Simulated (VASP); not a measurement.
# Mo4N in VASP: relaxation of the atoms with PBEsol

Aim: the relaxation of the atoms of Mo4N with PBEsol.

Everything below comes from runs of VASP 6.6.1. Logs are shortened: lines on timing, memory, paths and dates and some standing lists are left out, and cuts for length are marked.

### 1 The cell of the first run

The cell holds a slab with vacuum, 5 atoms: a = 3.129 Å, b = 3.129 Å, c = 20.043 Å, α = 90.00°, β = 90.00°, γ = 90.00°.

### 2 Relaxation of the atoms, PBEsol

File INCAR:

```
ALGO = Normal ; DIPOL = 0.5 0.5 0.342
EDIFF = 1E-7 ; EDIFFG = -0.025
ENCUT = 520 ; GGA = PS
IBRION = 2 ; IDIPOL = 3
ISIF = 2 ; ISMEAR = 0
LASPH = True ; LCHARG = False
LDIPOL = True ; LREAL = False
LWAVE = False ; NELM = 60
NSW = 36 ; PREC = Accurate
SIGMA = 0.1
```

File KPOINTS:

```
k-points
0
Gamma
  9 9 1
```

File POSCAR:

```
Mo4N
1.0
    3.1294301619      0.0000000000      0.0000000000
    0.0000000000      3.1294301619      0.0000000000
    0.0000000000      0.0000000000     20.0433475232
Mo N
4 1
Selective dynamics
Direct
    0.5000000000      0.5000000000      0.1995674622  F F F
    0.0000000000      0.0000000000      0.2776340167  F F F
    0.5000000000      0.5000000000      0.3579998484  F F F
    0.0000000000      0.0000000000      0.4262435461  F F F
    0.5000000000      0.5000000000      0.4462002923  F F T
```

Potentials or basis: VASP PAW PBE potentials, release 64 (Mo_sv, N).

Started as:

```sh
> cat potpaw_PBE.64/Mo_sv/POTCAR potpaw_PBE.64/N/POTCAR > POTCAR
> mpirun -np 1 vasp_std > vasp.out
```

OUTCAR:

```text
EDIFF = 1E-7
   EDIFFG = -0.025
   ENCUT = 520
   GGA = PS
   IBRION = 2
   ISIF = 2
   ISMEAR = 0
   LASPH = True
   LREAL = False
   NELM = 60
   NSW = 36
   PREC = Accurate

 ion  position               nearest neighbor table
   1  0.500  0.500  0.200-   2 2.71   2 2.71   2 2.71   2 2.71   3 3.18
   2  0.000  0.000  0.278-   1 2.71   1 2.71   1 2.71   1 2.71   3 2.74   3 2.74   3 2.74   3 2.74
                             4 2.98
   3  0.500  0.500  0.358-   5 1.77   4 2.60   4 2.60   4 2.60   4 2.60   2 2.74   2 2.74   2 2.74
                             2 2.74   1 3.18
   4  0.000  0.000  0.426-   5 2.25   5 2.25   5 2.25   5 2.25   3 2.60   3 2.60   3 2.60   3 2.60
                             2 2.98
   5  0.500  0.500  0.446-   3 1.77   4 2.25   4 2.25   4 2.25   4 2.25

  LATTYP: Found a simple tetragonal cell.
 ALAT       =     3.1294301619
 C/A-ratio  =     6.4047914433

  Lattice vectors:

 A1 = (   3.1294301619,   0.0000000000,   0.0000000000)
 A2 = (   0.0000000000,   3.1294301619,   0.0000000000)
 A3 = (   0.0000000000,   0.0000000000,  20.0433475232)

Analysis of symmetry for initial positions (statically):
=====================================================================
 Subroutine PRICEL returns:
 Original cell was already a primitive cell.

 Routine SETGRP: Setting up the symmetry group for a
 simple tetragonal supercell.

 Subroutine GETGRP returns: Found  8 space group operations
 (whereof  8 operations were pure point group operations)
 out of a pool of 16 trial point group operations.

The static configuration has the point symmetry C_4v.

Analysis of symmetry for dynamics (positions and initial velocities):
=====================================================================
 Subroutine PRICEL returns:
 Original cell was already a primitive cell.

 Routine SETGRP: Setting up the symmetry group for a
 simple tetragonal supercell.

 Subroutine GETGRP returns: Found  8 space group operations
 (whereof  8 operations were pure point group operations)
 out of a pool of 16 trial point group operations.

The dynamic configuration has the point symmetry C_4v.

Analysis of constrained symmetry for selective dynamics:
=====================================================================
 Subroutine PRICEL returns:
 Original cell was already a primitive cell.

 Routine SETGRP: Setting up the symmetry group for a
 simple tetragonal supercell.

 Subroutine GETGRP returns: Found  8 space group operations
 (whereof  8 operations were pure point group operations)
 out of a pool of 16 trial point group operations.

The constrained configuration has the point symmetry C_4v.

 Subroutine INISYM returns: Found  8 space group operations
 (whereof  8 operations are pure point group operations),
 and found     1 'primitive' translations

----------------------------------------------------------------------------------------

                                     Primitive cell

  volume of cell :     196.2912

  direct lattice vectors                    reciprocal lattice vectors
     3.129430162  0.000000000  0.000000000     0.319546994  0.000000000  0.000000000
     0.000000000  3.129430162  0.000000000     0.000000000  0.319546994  0.000000000
     0.000000000  0.000000000 20.043347523     0.000000000  0.000000000  0.049891866

  length of vectors
     3.129430162  3.129430162 20.043347523     0.319546994  0.319546994  0.049891866

  position of ions in fractional coordinates (direct lattice)
     0.500000000  0.500000000  0.199567462
     0.000000000  0.000000000  0.277634017
     0.500000000  0.500000000  0.357999848
     0.000000000  0.000000000  0.426243546
     0.500000000  0.500000000  0.446200292

  ion indices of the primitive-cell ions
   primitive index   ion index
                 1           1
                 2           2
                 3           3
                 4           4
                 5           5

----------------------------------------------------------------------------------------

 KPOINTS: k-points

Automatic generation of k-mesh.
 Grid dimensions read from file:
 generate k-points for:    9    9    1

 Generating k-lattice:

  Cartesian coordinates                     Fractional coordinates (reciprocal lattice)
     0.035505222  0.000000000  0.000000000     0.111111111  0.000000000  0.000000000
     0.000000000  0.035505222  0.000000000     0.000000000  0.111111111  0.000000000
     0.000000000  0.000000000  0.049891866     0.000000000  0.000000000  1.000000000

  Length of vectors
     0.035505222  0.035505222  0.049891866

  Shift w.r.t. Gamma in fractional coordinates (k-lattice)
     0.000000000  0.000000000  0.000000000

 Subroutine IBZKPT returns following result:
 ===========================================

 Found     15 irreducible k-points:

 Following reciprocal coordinates:
            Coordinates               Weight
  0.000000  0.000000  0.000000      1.000000
  0.111111  0.000000  0.000000      4.000000
  0.222222  0.000000  0.000000      4.000000
  0.333333  0.000000  0.000000      4.000000
  0.444444  0.000000  0.000000      4.000000
  0.111111  0.111111  0.000000      4.000000
  0.222222  0.111111  0.000000      8.000000
  0.333333  0.111111  0.000000      8.000000
  0.444444  0.111111  0.000000      8.000000
  0.222222  0.222222  0.000000      4.000000
  0.333333  0.222222  0.000000      8.000000
  0.444444  0.222222  0.000000      8.000000
  0.333333  0.333333  0.000000      4.000000
  0.444444  0.333333  0.000000      8.000000
  0.444444  0.444444  0.000000      4.000000
   k-points           NKPTS =     15   k-points in BZ     NKDIM =     15   number of bands    NBANDS=     36
   number of dos      NEDOS =    301   number of ions     NIONS =      5
   total plane-waves  NPLWV =  86400
   dimension x,y,z NGX =    24 NGY =   24 NGZ =  150
   dimension x,y,z NGXF=    48 NGYF=   48 NGZF=  300
   ions per type =               4   1
   NGX,Y,Z   is equivalent  to a cutoff of  12.75, 12.75, 12.44 a.u.
   NGXF,Y,Z  is equivalent  to a cutoff of  25.50, 25.50, 24.88 a.u.
 SYSTEM =  unknown system
   PREC   = accura    normal or accurate (medium, high low for compatibility)
   ISTART =      0    job   : 0-new  1-cont  2-samecut
   ICHARG =      2    charge: 1-file 2-atom 10-const
   ISPIN  =      1    spin polarized calculation?
   LNONCOLLINEAR =      F non collinear calculations
   LSORBIT =      F    spin-orbit coupling
   LASPH  =      T    aspherical Exc in radial PAW
   ENCUT  =  520.0 eV  38.22 Ry    6.18 a.u.   5.82  5.82 37.27*2*pi/ulx,y,z
   NELM   =     60;   NELMIN=  2; NELMDL= -5     # of ELM steps
   EDIFF  = 0.1E-06   stopping-criterion for ELM
   LREAL  =      F    real-space projection
   EDIFFG = -.3E-01   stopping-criterion for IOM
   NSW    =     36    number of steps for IOM
   IBRION =      2    ionic relax: 0-MD 1-quasi-New 2-CG
   NFREE  =      1    steps in history (QN), initial steepest desc. (CG)
   ISIF   =      2    stress and relaxation
   ISYM   =      2    0-nonsym 1-usesym 2-fastsym
   POTIM  = 0.5000    time-step for ionic-motion
   TEBEG  =    0.0;   TEEND  =   0.0 temperature during run
   PSTRESS=    0.0 pullay stress
   NELECT =      61.0000    total number of electrons
   NUPDOWN=      -1.0000    fix difference up-down
   EMIN   =  10.00;   EMAX   =-10.00  energy-range for DOS
   EFERMI =   0.00;   METHOD = LEGACY
   ISMEAR =     0;   SIGMA  =   0.10  broadening in eV -4-tet -1-fermi 0-gaus
   EFERMI_NEDOS =   21; number of points for ismear=-14 and -15
   IALGO  =     38    algorithm
   IMIX   =      4    mixing-type and parameters
     AMIX     =   0.40;   BMIX     =  1.00
     AMIX_MAG =   1.60;   BMIX_MAG =  1.00
  volume/ion in A,a.u.               =      39.26       264.93
  Fermi-wavevector in a.u.,A,eV,Ry     =   1.108880  2.095479 16.729923  1.229615
  Thomas-Fermi vector in A             =   2.245413
   LORBIT       =      0    0 simple, 1 ext, 2 COOP (PROOUT), +10 PAW based schemes
   GGA     = PS    functional components
   LHFCALC =     F    Hartree Fock is set to
   AEXX    =    0.0000 exact exchange contribution
   IVDW    =     0    specifies the selected vdW correction
   LEPSILON=     F    determine dielectric tensor
   LRPA    =     F    only Hartree local field effects (RPA)
 conjugate gradient relaxation of ions
 non-spin polarized calculation
 Gauss-broadening in eV      SIGMA  =   0.10
  energy-cutoff  :      520.00
  volume of cell :      196.29
 maximum number of plane-waves:      5322
 NGX is ok and might be reduce to    24
   NGX = 11   NGY = 11   NGZ = 75

--------------------------------------- Ionic step        1  -------------------------------------------

 number of electron      60.9999995 magnetization

 Free energy of the ion-electron system (eV)
  ---------------------------------------------------
  ext. energy  EPLUGINS =         0.00000000
  ---------------------------------------------------
  free energy    TOTEN  =       -51.96216147 eV

  energy without entropy =      -51.93175957  energy(sigma->0) =      -51.94696052

------------------------ aborting loop because EDIFF is reached ----------------------------------------

 vacuum level on the upper side and lower side of the slab       (xc-potential included)        -0.137        -0.201

  FORCE on cell =-STRESS in cart. coord.  units (eV):
  Direction    XX          YY          ZZ          XY          YZ          ZX
  --------------------------------------------------------------------------------------
  -------------------------------------------------------------------------------------
  Total       -4.5126521     -4.5126521     12.6712444      0.0000000     -0.0000000      0.0000000
  in kB      -36.8333866    -36.8333866    103.4258418      0.0000000     -0.0000000      0.0000000
  external PRESSURE =       9.9196895 kB  Pullay stress =       0.0000000 kB
[... 20 lines left out ...]
  FREE ENERGIE OF THE ION-ELECTRON SYSTEM (eV)
  ---------------------------------------------------
  free  energy   TOTEN  =       -51.9621614688 eV

  energy  without entropy=      -51.9317595689  energy(sigma->0) =      -51.94696052

 dipolmoment           0.000000      0.000000     -0.084579 electrons x Angstroem

--------------------------------------- Ionic step        2  -------------------------------------------

 number of electron      60.9999996 magnetization

------------------------ aborting loop because EDIFF is reached ----------------------------------------
[... 73 lines left out ...]
--------------------------------------- Ionic step        4  -------------------------------------------

 number of electron      60.9999996 magnetization

 dipolmoment           0.000000      0.000000      0.047389 electrons x Angstroem

 Free energy of the ion-electron system (eV)
  ---------------------------------------------------
  ext. energy  EPLUGINS =         0.00000000
  ---------------------------------------------------
  free energy    TOTEN  =       -52.34528403 eV

  energy without entropy =      -52.31225637  energy(sigma->0) =      -52.32877020

 E-fermi :   1.3827     XC(G=0):  -5.5902

 val. band max:        1.3570864456   @ k =   0.4444   0.1111   0.0000
 cond. band min:       1.3977440960   @ k =   0.1111   0.0000   0.0000
 fundamental gap:      0.0406576505
 Fermi energy:         1.3826778598

 k-point     1 :       0.0000    0.0000    0.0000
  band No.  band energies     occupation
      1     -60.4136      2.00000
      2     -59.7485      2.00000
      3     -59.4308      2.00000
      4     -59.1832      2.00000
      5     -34.6725      2.00000
      6     -34.6725      2.00000
[... 574 lines left out ...]
     35       3.4053      0.00000
     36       3.5141      0.00000

------------------------ aborting loop because EDIFF is reached ----------------------------------------

 vacuum level on the upper side and lower side of the slab       (xc-potential included)         0.417        -0.436

  FORCE on cell =-STRESS in cart. coord.  units (eV):
  Direction    XX          YY          ZZ          XY          YZ          ZX
  --------------------------------------------------------------------------------------
  -------------------------------------------------------------------------------------
  Total       -7.7171156     -7.7171156      4.6227201      0.0000000      0.0000000      0.0000000
  in kB      -62.9890135    -62.9890135     37.7317886      0.0000000      0.0000000      0.0000000
  external PRESSURE =     -29.4154128 kB  Pullay stress =       0.0000000 kB
[... 20 lines left out ...]
  FREE ENERGIE OF THE ION-ELECTRON SYSTEM (eV)
  ---------------------------------------------------
  free  energy   TOTEN  =       -52.3452840329 eV

  energy  without entropy=      -52.3122563702  energy(sigma->0) =      -52.32877020

 reached required accuracy - stopping structural energy minimisation

 vacuum level on the upper side and lower side of the slab         6.284         5.408
```

It took 4.2 min on 1 thread of Intel Xeon Platinum 8559C (Emerald Rapids), shared host; peak memory 0.33 GiB.

Results:

| Quantity | Value |
| --- | --- |
| Free energy | -52.3453 eV |
| Energy gained by relaxing | 76.6 meV/atom |
| Ionic steps | 4 |
| Band gap on the k mesh | zero (an odd number of electrons rules out a gap without spin polarisation) |

The path:
```
step  energy change (eV)  largest force on free atoms (eV/Å)  pressure (GPa)
   1              0.0000                              4.2612            0.99
   2             -0.3822                              0.1565           -2.77
   3             -0.3829                              0.0683           -3.02
   4             -0.3831                              0.0015           -2.94
```

Final structure:
```xyz
5
Lattice="3.1294 0.0000 0.0000 0.0000 3.1294 0.0000 0.0000 0.0000 20.0433" Properties=species:S:1:pos:R:3 pbc="T T T"
Mo    1.5647    1.5647    4.0000
Mo    0.0000    0.0000    5.5647
Mo    1.5647    1.5647    7.1755
Mo    0.0000    0.0000    8.5433
N     1.5647    1.5647    9.1612
```

Caveat: the PAW data sets were made with another functional, which shifts forces and pressure a little.
